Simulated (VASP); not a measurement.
Here is a VASP 6.6.1 calculation.

File INCAR:

```
  ALGO = Normal
  EDIFF = 1E-6
  EDIFFG = -0.01
  ENCUT = 600
  GGA = PE
  IBRION = 2
  ISIF = 3
  ISMEAR = 0
  LASPH = T
  LCHARG = F
  LREAL = F
  LWAVE = F
  NELM = 100
  NSW = 100
  PREC = Accurate
  SIGMA = 0.1
```

KPOINTS

```
k-points
0
Gamma
  12 12 6
```

POSCAR

```
H7Rh2
1.0
    4.2277093343      0.0000000000      0.0000000000
   -2.1138546671      3.6613036833      0.0000000000
    0.0000000000      0.0000000000      6.0492845125
H Rh
7 2
Direct
    0.7025770639      0.0000000000      0.5000000000
    0.0000000000      0.7025770639      0.5000000000
    0.2974229361      0.2974229361      0.5000000000
    0.2974229361      0.0000000000      0.5000000000
    0.0000000000      0.2974229361      0.5000000000
    0.7025770639      0.7025770639      0.5000000000
    0.0000000000      0.0000000000      0.0000000000
    0.0000000000      0.0000000000      0.2849846017
    0.0000000000      0.0000000000      0.7150153983
```

Potentials or basis: VASP PAW PBE potentials, release 64 (H, Rh_pv).

Launch:

```sh
$ cat potpaw_PBE.64/H/POTCAR potpaw_PBE.64/Rh_pv/POTCAR > POTCAR
$ mpirun -np 1 vasp_std > vasp.out
```

(1) Predict the space group after relaxing (to 0.1 Å).

(2) Estimate the band gap on the k mesh.

(3) What does it give for the relaxed cell?

## Answers

(1) P6/mmm (No. 191).

(2) zero (an odd number of electrons rules out a gap without spin polarisation).

(3) a = 4.229 Å, b = 4.229 Å, c = 6.048 Å, α = 90.00°, β = 90.00°, γ = 120.00°.
